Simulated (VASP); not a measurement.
Sc, 1 atom in the cell. The structure is cubic, space group Fm-3m (No. 225). Conventional cell: a = 4.289 Å, b = 4.289 Å, c = 4.289 Å, α = 90.00°, β = 90.00°, γ = 90.00°. Sc (site symmetry m-3m) has 12 Sc at 3.03 Å within 4.0 Å. 

```yaml
Program: VASP 6.6.1
Task: relaxation of cell and atoms
Functional: PBE
Potentials_or_basis: VASP PAW PBE potentials, release 64 (Sc_sv)
Cutoff: 500 eV
k_mesh: 8 × 8 × 8
Occupations: gaussian, width 0.1 eV
Spin: no spin polarisation
Dipole_correction: no
Further_INCAR_settings: ALGO = Normal; EDIFF = 1e-07; IBRION = 2; EDIFFG = -0.05; NSW = 80; ISIF = 3
```

Potentials or basis: VASP PAW PBE potentials, release 64 (Sc_sv).

Command:

```console
$ cat potpaw_PBE.64/Sc_sv/POTCAR > POTCAR
$ mpirun -np 1 vasp_std > vasp.out
```

Hardware: 1 thread of Intel(R) Xeon(R) 6975P-C (Granite Rapids), with other jobs on the host.

Q: Estimate the wall time of this run.

A: Run time: 6.4 s on 1 thread of Intel(R) Xeon(R) 6975P-C (Granite Rapids), on a shared host, peak memory 0.14 GiB. Counts: scf iterations 30, k points 29, ion steps 3.
